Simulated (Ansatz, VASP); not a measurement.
Re in VASP and in Ansatz

File INCAR:

```
  PREC = Accurate
  ENCUT = 520
  EDIFF = 1E-6
  ISMEAR = -1
  SIGMA = 0.05
  LREAL = F
  LASPH = T
  NELM = 80
  ALGO = Normal
  ISIF = 2
  LWAVE = F
  LCHARG = T
  GGA = PS
  LELF = T
  LVHAR = T
  NBANDS = 14
```

File KPOINTS:

```
Automatic mesh
0
Gamma
  18 18 10
```

File POSCAR:

```
Re
1.0
    2.6539513089      0.0000000000      0.0000000000
   -1.3269756545      2.2983892539      0.0000000000
    0.0000000000      0.0000000000      4.2436285669
Re
2
Direct
    0.3333333333      0.6666666667      0.2500000000
    0.6666666667      0.3333333333      0.7500000000
```

Input for Ansatz:

```yaml
crystal:
  lattice:
    - [2.6539513089, 0.0, 0.0]
    - [-1.3269756545, 2.2983892539, 0.0]
    - [0.0, 0.0, 4.2436285669]
  atoms:
    - { symbol: Re, position: [0.3333333333, 0.6666666667, 0.25] }
    - { symbol: Re, position: [0.6666666667, 0.3333333333, 0.75] }
kpoints:
  mp_grid: { grid: [18, 18, 10] }
  band_path:
    path:
      - [0.0, 0.0, 0.0]
      - [0.5, 0.0, 0.0]
      - [0.3333333333, 0.3333333333, 0.0]
      - [0.0, 0.0, 0.0]
      - [0.0, 0.0, 0.5]
      - [0.5, 0.0, 0.5]
      - [0.3333333333, 0.3333333333, 0.5]
      - [0.0, 0.0, 0.5]
      - [0.5, 0.0, 0.5]
    npoints: 5
scf:
  occupations: { method: fermi_dirac, width: 0.05 }
hamiltonian:
  xc: pbesol
  pseudopotentials: { kind: all_electron, lapw: { basis_error: 0.00025 } }
output:
  forces: true
  stress: true
  eigenvalues: true
```

Change from the starting cell: volume scaled by 1.06.

Alike in both runs: task single point; functional PBEsol; k mesh 18 × 18 × 10; occupations fermi-dirac, width 0.05 eV; no spin polarisation.

```csv
,VASP,Ansatz
version,VASP 6.6.1,Ansatz 0.2.0
potentials or method,"VASP PAW PBE potentials, release 64 (Re), cutoff 520 eV","all-electron LAPW, scalar-relativistic"
```

Ansatz gave:

- pressure (GPa): 59.1
- traceless stress, the component that is largest in VASP (GPa): 4.70

Problem. What did VASP give for the same quantities?

Solution. Pressure (GPa): 61.1; traceless stress, the component that is largest in VASP (GPa): 4.59.

VASP's potentials were made for PBE, not for PBEsol. Both programs put the cell under a high pressure, so it lies far from rest at this level. Ansatz ran all-electron here, and VASP with PAW potentials.

Neither program's run includes spin-orbit coupling. Noted on VASP's run: the cell as given lies far from equilibrium.
